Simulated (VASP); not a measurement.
A run of VASP 6.6.1 is set up as follows.

INCAR

```
SYSTEM = VN
ALGO = Normal
EDIFF = 1E-6
ENCUT = 600
GGA = PE
GGA_COMPAT = .FALSE.
ISIF = 2
ISMEAR = 1
LASPH = .TRUE.
LCHARG = .TRUE.
LELF = .TRUE.
LREAL = .FALSE.
LVHAR = .TRUE.
LWAVE = .FALSE.
NBANDS = 16
NELM = 120
PREC = Accurate
SIGMA = 0.27211386245988
```

The input KPOINTS:

```
k-points
0
G
  6 6 6
  0 0 0
```

POSCAR

```
VN
1.0
    0.0000000000      2.1545415365      2.1545415365
    2.1545415365      0.0000000000      2.1545415365
    2.1545415365      2.1545415365      0.0000000000
V N
1 1
Direct
    0.0000000000      0.0000000000      0.0000000000
    0.5000000000      0.5000000000      0.5000000000
```

Potentials or basis: VASP PAW PBE potentials, release 64 (V_sv, N).

Command:

```sh
$ cat potpaw_PBE.64/V_sv/POTCAR potpaw_PBE.64/N/POTCAR > POTCAR
$ mpirun -np 1 vasp_std > vasp.out
```

Predict the band gap on the k mesh.

zero (band 9 reaches 10.50 eV, above the bottom of band 10 at 8.79 eV).

Estimate the pressure.

-31.2 GPa.

Caveat: the k points lie up to 0.42 Å⁻¹ apart; the run has no spin polarisation, though such a crystal can be magnetic. With open d or f shells a metallic result of PBE can be an artefact of self-interaction; +U or a hybrid may open a gap.
